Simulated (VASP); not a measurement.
Write the native input for VASP 6.6.1 that does the following.

| Quantity | Value |
| --- | --- |
| Task | relaxation of the atoms |
| Functional | PBE |
| Potentials or basis | VASP PAW PBE potentials, release 64 (Al, N) |
| Cutoff | 520 eV |
| k mesh | 9 × 9 × 6 |
| Occupations | gaussian, width 0.05 eV |
| Spin | no spin polarisation |
| Dipole correction | no |
| Further INCAR settings | ALGO = Normal; EDIFF = 1e-06; IBRION = 2; EDIFFG = -0.01; NSW = 50 |

The structure of AlN lies in POSCAR:

```
AlN
1.0
    3.1298889828      0.0000000000      0.0000000000
   -1.5649444914      2.7105633702      0.0000000000
    0.0000000000      0.0000000000      5.1172954220
Al N
2 2
Direct
    0.3333333333      0.6666666667      0.0017290859
    0.6666666667      0.3333333333      0.5017290859
    0.3333333333      0.6666666667      0.3832709141
    0.6666666667      0.3333333333      0.8832709141
```

This cell differs from its parent crystal: engineering shear strain xz +0.0000, normal strain along z +0.0200.

The input as run:

INCAR

```
ALGO = Normal
EDIFF = 1E-6
EDIFFG = -0.01
ENCUT = 520
GGA = PE
IBRION = 2
ISIF = 2
ISMEAR = 0
LASPH = True
LCHARG = False
LREAL = False
LWAVE = False
NELM = 100
NSW = 50
PREC = Accurate
SIGMA = 0.05
```

KPOINTS

```
k-points
0
Gamma
  9 9 6
```

Potentials or basis: VASP PAW PBE potentials, release 64 (Al, N).

Launch:

```bash
$ cat potpaw_PBE.64/Al/POTCAR potpaw_PBE.64/N/POTCAR > POTCAR
$ mpirun -np 1 vasp_std > vasp.out
```

Results of the run:

| Item | Value |
| --- | --- |
| Energy gained by relaxing | 0.8 meV/atom |
| Ionic steps | 2 |
| Pressure after relaxing | -3.7 GPa |
| Largest force after relaxing | 0.007 eV/Å |
| Band gap on the k mesh | 3.96 eV, direct |

Caveat: the cell differs from its parent crystal (engineering shear strain xz +0.0000, normal strain along z +0.0200).

It took 24 s on 1 thread of Intel Xeon 6975P-C, with other jobs on the host, peak memory 0.16 GiB.
